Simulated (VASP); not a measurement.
# BC5 in VASP: further runs

The runs below take BC5 through single point, relaxation of cell and atoms, with PBE+D4.

Everything below comes from runs of VASP 6.6.1. Logs are shortened: lines on timing, memory, paths and dates and some standing lists are left out, and cuts for length are marked.

**1. The cell of the first run**

The typed cell holds 6 atoms: a = 2.541 Å, b = 2.541 Å, c = 6.363 Å, α = 90.02°, β = 89.98°, γ = 119.96°.

**2. Single point, PBE+D4**

INCAR

```
ALGO     = Normal         # electronic algorithm
EDIFF    = 1E-7           # SCF threshold, eV
ENCUT    = 520            # plane-wave cutoff, eV
GGA      = PE             # functional
ISIF     = 2              # what is computed and relaxed
ISMEAR   = 1              # smearing method
ISYM     = 0            
IVDW     = 13             # dispersion correction
LASPH    = True           # aspherical terms in the spheres
LCHARG   = True           # write CHGCAR
LELF     = True           # ELF
LREAL    = False          # projectors in reciprocal space
LVHAR    = True         
LWAVE    = False          # write WAVECAR
NBANDS   = 20             # bands
NELM     = 100            # most SCF steps
PREC     = Accurate       # precision mode
SIGMA    = 0.3            # smearing width, eV
```

KPOINTS

```
Automatic mesh
0
Gamma
  10 10 4
  0.5 0.5 0.5
```

POSCAR

```
BC5
1.0
    2.5406835013      0.0008701791      0.0003327887
   -1.2695881707      2.2007316134     -0.0003329874
    0.0008346715     -0.0004824844      6.3628988500
B C
1 5
Direct
    0.3336645862      0.6663350585      0.0066480698
    0.3332350394      0.6667648662      0.2600143586
    0.6667429799      0.3332570456      0.3383618636
   -0.0000445123      0.0000445407      0.6642060053
    0.6664862487      0.3335136935      0.5819183484
   -0.0000843419      0.0000847955      0.8998513543
```

Potentials or basis: VASP PAW PBE potentials, release 64 (B, C).

Run with:

```
cat potpaw_PBE.64/B/POTCAR potpaw_PBE.64/C/POTCAR > POTCAR
mpirun -np 1 vasp_std > vasp.out
```

OUTCAR:

```text
EDIFF = 1E-7
   ENCUT = 520
   GGA = PE
   ISIF = 2
   ISMEAR = 1
   ISYM = 0
   IVDW = 13
   LASPH = True
   LREAL = False
   NELM = 100
   PREC = Accurate

 ion  position               nearest neighbor table
   1  0.334  0.666  0.007-   2 1.61   6 1.62   6 1.62   6 1.62
   2  0.333  0.667  0.260-   3 1.55   3 1.55   3 1.55   1 1.61
   3  0.667  0.333  0.338-   2 1.55   2 1.55   5 1.55   2 1.55
   4  1.000  0.000  0.664-   6 1.50   5 1.56   5 1.56   5 1.56
   5  0.666  0.334  0.582-   3 1.55   4 1.56   4 1.56   4 1.56
   6  1.000  0.000  0.900-   4 1.50   1 1.62   1 1.62   1 1.62

IMPORTANT INFORMATION: All symmetrisations will be switched off!
NOSYMM: (Re-)initialisation of all symmetry stuff for point group C_1.

----------------------------------------------------------------------------------------

                                     Primitive cell

  volume of cell :      35.5843

  direct lattice vectors                    reciprocal lattice vectors
     2.540683501  0.000870179  0.000332789     0.393517124  0.227017539 -0.000034407
    -1.269588171  2.200731613 -0.000332987    -0.000155603  0.454304584  0.000034469
     0.000834671 -0.000482484  6.362898850    -0.000020590  0.000011902  0.157161075

  length of vectors
     2.540683672  2.540683740  6.362898923     0.454304624  0.454304612  0.157161077

  position of ions in fractional coordinates (direct lattice)
     0.333664586  0.666335059  0.006648070
     0.333235039  0.666764866  0.260014359
     0.666742980  0.333257046  0.338361864
     0.999955488  0.000044541  0.664206005
     0.666486249  0.333513694  0.581918348
     0.999915658  0.000084796  0.899851354

  ion indices of the primitive-cell ions
   primitive index   ion index
                 1           1
                 2           2
                 3           3
                 4           4
                 5           5
                 6           6

----------------------------------------------------------------------------------------

 KPOINTS: Automatic mesh

Automatic generation of k-mesh.
 Grid dimensions read from file:
 generate k-points for:   10   10    4

 Generating k-lattice:

  Cartesian coordinates                     Fractional coordinates (reciprocal lattice)
     0.039351712  0.022701754 -0.000003441     0.100000000  0.000000000 -0.000000000
    -0.000015560  0.045430458  0.000003447     0.000000000  0.100000000  0.000000000
    -0.000005147  0.000002975  0.039290269     0.000000000  0.000000000  0.250000000

  Length of vectors
     0.045430462  0.045430461  0.039290269

  Shift w.r.t. Gamma in fractional coordinates (k-lattice)
     0.500000000  0.500000000  0.500000000

 Subroutine IBZKPT returns following result:
 ===========================================

 Found    200 irreducible k-points:

 Following reciprocal coordinates:
            Coordinates               Weight
  0.050000  0.050000  0.125000      2.000000
  0.050000  0.050000 -0.125000      2.000000
  0.150000  0.050000  0.125000      2.000000
  0.050000  0.150000 -0.125000      2.000000
  0.250000  0.050000  0.125000      2.000000
  0.050000  0.250000 -0.125000      2.000000
[... 16 lines left out ...]
  0.150000  0.150000 -0.125000      2.000000
  0.250000  0.150000  0.125000      2.000000
 [... further k-points ...]
   k-points           NKPTS =    200   k-points in BZ     NKDIM =    200   number of bands    NBANDS=     20
   number of dos      NEDOS =    301   number of ions     NIONS =      6
   total plane-waves  NPLWV =  19200
   dimension x,y,z NGX =    20 NGY =   20 NGZ =   48
   dimension x,y,z NGXF=    40 NGYF=   40 NGZF=   96
   ions per type =               1   5
   NGX,Y,Z   is equivalent  to a cutoff of  13.09, 13.09, 12.54 a.u.
   NGXF,Y,Z  is equivalent  to a cutoff of  26.17, 26.17, 25.08 a.u.
 SYSTEM =  unknown system
   PREC   = accura    normal or accurate (medium, high low for compatibility)
   ISTART =      0    job   : 0-new  1-cont  2-samecut
   ICHARG =      2    charge: 1-file 2-atom 10-const
   ISPIN  =      1    spin polarized calculation?
   LNONCOLLINEAR =      F non collinear calculations
   LSORBIT =      F    spin-orbit coupling
   LASPH  =      T    aspherical Exc in radial PAW
   ENCUT  =  520.0 eV  38.22 Ry    6.18 a.u.   4.72  4.72 11.83*2*pi/ulx,y,z
   NELM   =    100;   NELMIN=  2; NELMDL= -5     # of ELM steps
   EDIFF  = 0.1E-06   stopping-criterion for ELM
   LREAL  =      F    real-space projection
   EDIFFG = 0.1E-05   stopping-criterion for IOM
   NSW    =      0    number of steps for IOM
   IBRION =     -1    ionic relax: 0-MD 1-quasi-New 2-CG
   NFREE  =      0    steps in history (QN), initial steepest desc. (CG)
   ISIF   =      2    stress and relaxation
   ISYM   =      0    0-nonsym 1-usesym 2-fastsym
   POTIM  = 0.5000    time-step for ionic-motion
   TEBEG  =    0.0;   TEEND  =   0.0 temperature during run
   PSTRESS=    0.0 pullay stress
   NELECT =      23.0000    total number of electrons
   NUPDOWN=      -1.0000    fix difference up-down
   EMIN   =  10.00;   EMAX   =-10.00  energy-range for DOS
   EFERMI =   0.00;   METHOD = LEGACY
   ISMEAR =     1;   SIGMA  =   0.30  broadening in eV -4-tet -1-fermi 0-gaus
   EFERMI_NEDOS =   21; number of points for ismear=-14 and -15
   IALGO  =     38    algorithm
   IMIX   =      4    mixing-type and parameters
     AMIX     =   0.40;   BMIX     =  1.00
     AMIX_MAG =   1.60;   BMIX_MAG =  1.00
  volume/ion in A,a.u.               =       5.93        40.02
  Fermi-wavevector in a.u.,A,eV,Ry     =   1.415461  2.674834 27.259684  2.003530
  Thomas-Fermi vector in A             =   2.536897
   LORBIT       =      0    0 simple, 1 ext, 2 COOP (PROOUT), +10 PAW based schemes
   GGA     = PE    functional components
   LHFCALC =     F    Hartree Fock is set to
   AEXX    =    0.0000 exact exchange contribution
   IVDW    =    13    specifies the selected vdW correction
   LEPSILON=     F    determine dielectric tensor
   LRPA    =     F    only Hartree local field effects (RPA)
 non-spin polarized calculation
 Methfessel and Paxton  Order N= 1 SIGMA  =   0.30
  energy-cutoff  :      520.00
  volume of cell :       35.58
 maximum number of plane-waves:       967
   NGX =  9   NGY =  9   NGZ = 23

 number of electron      23.0000000 magnetization

 Free energy of the ion-electron system (eV)
  ---------------------------------------------------
  ext. energy  EPLUGINS =         0.00000000
  ---------------------------------------------------
  free energy    TOTEN  =       -51.30679336 eV

  energy without entropy =      -51.30701070  energy(sigma->0) =      -51.30686581

 E-fermi :   7.9718     XC(G=0): -12.9616

 val. band max:        7.9482560991   @ k =   0.0500  -0.3500  -0.1250
 cond. band min:       7.9842350704   @ k =   0.0500   0.1500  -0.3750
 fundamental gap:      0.0359789713
 Fermi energy:         7.9717636446

 k-point     1 :       0.0500    0.0500    0.1250
  band No.  band energies     occupation
      1     -11.7875      2.00000
      2      -9.3124      2.00000
      3      -7.0203      2.00000
      4      -1.0182      2.00000
      5       1.5524      2.00000
      6       5.4142      2.00000
[... 12 lines left out ...]
     19      19.0055      0.00000
     20      19.3050      0.00000

 k-point     2 :       0.0500    0.0500   -0.1250
  band No.  band energies     occupation
      1     -11.7875      2.00000
      2      -9.3124      2.00000
      3      -7.0203      2.00000
      4      -1.0182      2.00000
      5       1.5524      2.00000
      6       5.4142      2.00000
[... 12 lines left out ...]
     19      19.0055      0.00000
     20      19.3050      0.00000

 k-point     3 :       0.1500    0.0500    0.1250
  band No.  band energies     occupation
      1     -11.1897      2.00000
      2      -8.7337      2.00000
      3      -6.4512      2.00000
      4      -0.5939      2.00000
      5       1.8789      2.00000
      6       3.3289      2.00000
[... 12 lines left out ...]
     19      19.8462      0.00000
     20      20.3461      0.00000

 k-point     4 :       0.0500    0.1500   -0.1250
  band No.  band energies     occupation
      1     -11.1897      2.00000
      2      -8.7337      2.00000
      3      -6.4512      2.00000
      4      -0.5939      2.00000
      5       1.8789      2.00000
      6       3.3289      2.00000
[... 12 lines left out ...]
     19      19.8462      0.00000
     20      20.3461      0.00000

 k-point     5 :       0.2500    0.0500    0.1250
  band No.  band energies     occupation
      1     -10.1269      2.00000
      2      -7.7134      2.00000
      3      -5.4495      2.00000
      4      -0.2951      2.00000
      5       0.6376      2.00000
      6       2.4082      2.00000
[... 12 lines left out ...]
     19      19.6038      0.00000
     20      21.2070      0.00000

 k-point     6 :       0.0500    0.2500   -0.1250
  band No.  band energies     occupation
      1     -10.1269      2.00000
      2      -7.7134      2.00000
      3      -5.4495      2.00000
      4      -0.2951      2.00000
      5       0.6376      2.00000
      6       2.4082      2.00000
[... 12 lines left out ...]
     19      19.6038      0.00000
     20      21.2070      0.00000

 k-point     7 :       0.3500    0.0500    0.1250
  band No.  band energies     occupation
      1      -8.6367      2.00000
      2      -6.3423      2.00000
      3      -4.1294      2.00000
      4      -2.3552      2.00000
      5      -0.7520      2.00000
      6       1.4438      2.00000
[... 12 lines left out ...]
     19      20.4912      0.00000
     20      20.6216      0.00000
[... 277 lines left out ...]
 k-point    20 :       0.0500    0.1500    0.1250
  band No.  band energies     occupation
      1     -11.1897      2.00000
      2      -8.7330      2.00000
      3      -6.4541      2.00000
      4      -0.5623      2.00000
      5       1.8471      2.00000
      6       3.2332      2.00000
[... 12 lines left out ...]
     19      19.8642      0.00000
     20      20.5011      0.00000

 k-point    21 :       0.1500    0.0500   -0.1250
  band No.  band energies     occupation
      1     -11.1897      2.00000
      2      -8.7330      2.00000
      3      -6.4541      2.00000
      4      -0.5623      2.00000
      5       1.8471      2.00000
      6       3.2332      2.00000
[... 12 lines left out ...]
     19      19.8642      0.00000
     20      20.5011      0.00000

 k-point    22 :       0.1500    0.1500    0.1250
  band No.  band energies     occupation
      1     -10.3616      2.00000
      2      -7.9350      2.00000
      3      -5.6755      2.00000
      4      -0.1271      2.00000
      5       1.5684      2.00000
      6       2.1870      2.00000
[... 12 lines left out ...]
     19      20.1711      0.00000
     20      20.6624      0.00000

 k-point    23 :       0.1500    0.1500   -0.1250
  band No.  band energies     occupation
      1     -10.3616      2.00000
      2      -7.9350      2.00000
      3      -5.6755      2.00000
      4      -0.1271      2.00000
      5       1.5684      2.00000
      6       2.1870      2.00000
[... 12 lines left out ...]
     19      20.1711      0.00000
     20      20.6624      0.00000

 k-point    24 :       0.2500    0.1500    0.1250
  band No.  band energies     occupation
      1      -9.0867      2.00000
      2      -6.7289      2.00000
      3      -4.5119      2.00000
      4      -1.0750      2.00000
      5       0.1371      2.00000
      6       1.5964      2.00000
[... 12 lines left out ...]
     19      20.4617      0.00000
     20      20.9793      0.00000

 [... further k-points ...]

------------------------ aborting loop because EDIFF is reached ----------------------------------------

  DFT-D4 for vdW energy calculation

  Edisp (eV):   -1.30549

  FORCE on cell =-STRESS in cart. coord.  units (eV):
  Direction    XX          YY          ZZ          XY          YZ          ZX
  --------------------------------------------------------------------------------------
  -------------------------------------------------------------------------------------
  Total       0.12892     0.13004     0.13487     0.00094    -0.00010     0.00020
  in kB       5.80446     5.85496     6.07243     0.04229    -0.00445     0.00881
  external pressure =        5.91 kB  Pullay stress =        0.00 kB

 VOLUME and BASIS-vectors are now :
 -----------------------------------------------------------------------------
  energy-cutoff  :      520.00
  volume of cell :       35.58
      direct lattice vectors                 reciprocal lattice vectors
     2.540683501  0.000870179  0.000332789     0.393517124  0.227017539 -0.000034407
    -1.269588171  2.200731613 -0.000332987    -0.000155603  0.454304584  0.000034469
     0.000834671 -0.000482484  6.362898850    -0.000020590  0.000011902  0.157161075

 POSITION                                       TOTAL-FORCE (eV/Angst)
 -----------------------------------------------------------------------------------
      0.00177      1.46671      0.04219         0.000729     -0.000409      0.007537
      0.00035      1.46754      1.65433         0.000843     -0.000483     -0.025292
      1.27117      0.73383      2.15307        -0.000915      0.000523      0.003004
      2.54107      0.00065      4.22661        -0.000693      0.000399     -0.010117
      1.27039      0.73427      3.70280         0.000800     -0.000458     -0.002549
      2.54111      0.00062      5.72600        -0.000764      0.000428      0.027418
 -----------------------------------------------------------------------------------
    total drift:                                0.000001     -0.000001      0.000037

  FREE ENERGIE OF THE ION-ELECTRON SYSTEM (eV)
  ---------------------------------------------------
  free  energy   TOTEN  =       -52.6122843905 eV

  energy  without entropy=      -52.6125017363  energy(sigma->0) =      -52.61235684
```

Wall time 68 s (1 thread of Intel Xeon 6975P-C (Granite Rapids), shared host); peak memory 0.22 GiB.

Results:

| Property | Result |
| --- | --- |
| Free energy | -52.6123 eV |
| Pressure | 0.6 GPa |
| Largest force | 0.027 eV/Å |
| Dispersion energy per atom | -0.218 eV |

Forces on the atoms (eV/Å):
```
B    0.001  0.000  0.008
C    0.001  0.000 -0.025
C   -0.001  0.001  0.003
C   -0.001  0.000 -0.010
C    0.001  0.000 -0.003
C   -0.001  0.000  0.027
```

Caveat: pairwise dispersion overbinds metals, which lowers pressure and volume.

**3. Relaxation of cell and atoms, PBE+D4**

This run uses another cell than the first one, of 6.01 Å³/atom, 1.014 times its volume.

INCAR

```
SYSTEM = BC5
PREC = Accurate
ENCUT = 600
EDIFF = 1E-6
ISMEAR = 1
SIGMA = 0.3
LREAL = .False.
LASPH = .True.
NELM = 100
ALGO = Normal
ISIF = 3
LWAVE = .False.
LCHARG = .False.
GGA = PE
IVDW = 13
IBRION = 2
NSW = 100
EDIFFG = -0.01
ISYM = 0
```

KPOINTS is that of step 2.

POSCAR

```
BC5
1.0
    2.5516000000      0.0000000000      0.0000000000
   -1.2758000000      2.2097000000      0.0000000000
    0.0000000000      0.0000000000      6.3997000000
B C
1 5
Direct
    0.3333333333      0.6666666667      0.0076000000
    0.3333333333      0.6666666667      0.2595000000
    0.6666666667      0.3333333333      0.3390000000
    0.0000000000      0.0000000000      0.6646000000
    0.6666666667      0.3333333333      0.5814000000
    0.0000000000      0.0000000000      0.8989000000
```

Potentials or basis: VASP PAW PBE potentials, release 64 (B, C).

Run with:

```
cat potpaw_PBE.64/B/POTCAR potpaw_PBE.64/C/POTCAR > POTCAR
mpirun -np 1 vasp_std > vasp.out
```

Run time: 6.3 min. Hardware: 1 thread of Intel Xeon 6975P-C (Granite Rapids), shared host; peak memory 0.33 GiB.

Results (log left out):

| Quantity | Value |
| --- | --- |
| Free energy | -52.6261 eV |
| Relaxed volume | 5.93 Å³/atom |
| Relaxed cell | a = 2.541 Å, b = 2.542 Å, c = 6.363 Å, α = 90.00°, β = 90.00°, γ = 119.99° |
| Space group after relaxing (to 0.05 Å) | P3m1 (No. 156) |
| Energy gained by relaxing | 1.7 meV/atom |
| Ionic steps | 7 |
| Pressure after relaxing | 0.0 GPa |
| Largest force after relaxing | 0.006 eV/Å |
| Dispersion energy per atom | -0.218 eV |

Forces on the atoms (eV/Å):
```
B    0.000 -0.002  0.000
C    0.000  0.000 -0.006
C    0.000  0.000  0.004
C    0.000  0.001  0.002
C    0.000  0.001  0.001
C    0.000  0.000 -0.001
```

Step by step:
| step | energy change (eV) | largest force (eV/Å) | pressure (GPa) | volume (Å³) |
| --- | --- | --- | --- | --- |
| 1 | 0.0000 | 0.1843 | -5.16 | 36.08 |
| 2 | -0.0002 | 0.2213 | 5.67 | 35.08 |
| 3 | -0.0099 | 0.0676 | 0.16 | 35.57 |
| 4 | -0.0101 | 0.0378 | -0.03 | 35.59 |
| 5 | -0.0101 | 0.0345 | -0.02 | 35.59 |
| 6 | -0.0101 | 0.0359 | 0.00 | 35.59 |
| 7 | -0.0101 | 0.0062 | -0.01 | 35.59 |

Final structure:
```
B C
1.0
     2.54097    0.00000    0.00000
    -1.27048    2.20125   -0.00010
     0.00000   -0.00028    6.36266
B C
1 5
Direct
  0.33320 0.66641 0.00668
  0.33339 0.66678 0.25995
  0.66663 0.33326 0.33832
  0.99999 0.99998 0.66418
  0.66673 0.33345 0.58190
  0.00005 0.00011 0.89997
```

Levels at points of the mesh, in eV from the Fermi level:
```tsv
k point	band 9	band 10	band 11	band 12	band 13	band 14	band 15
(0.05, 0.05, 0.12)	-0.66	0.48	1.66	2.18	6.94	7.57	7.82
```

Caveat: pairwise dispersion overbinds metals, which lowers pressure and volume.
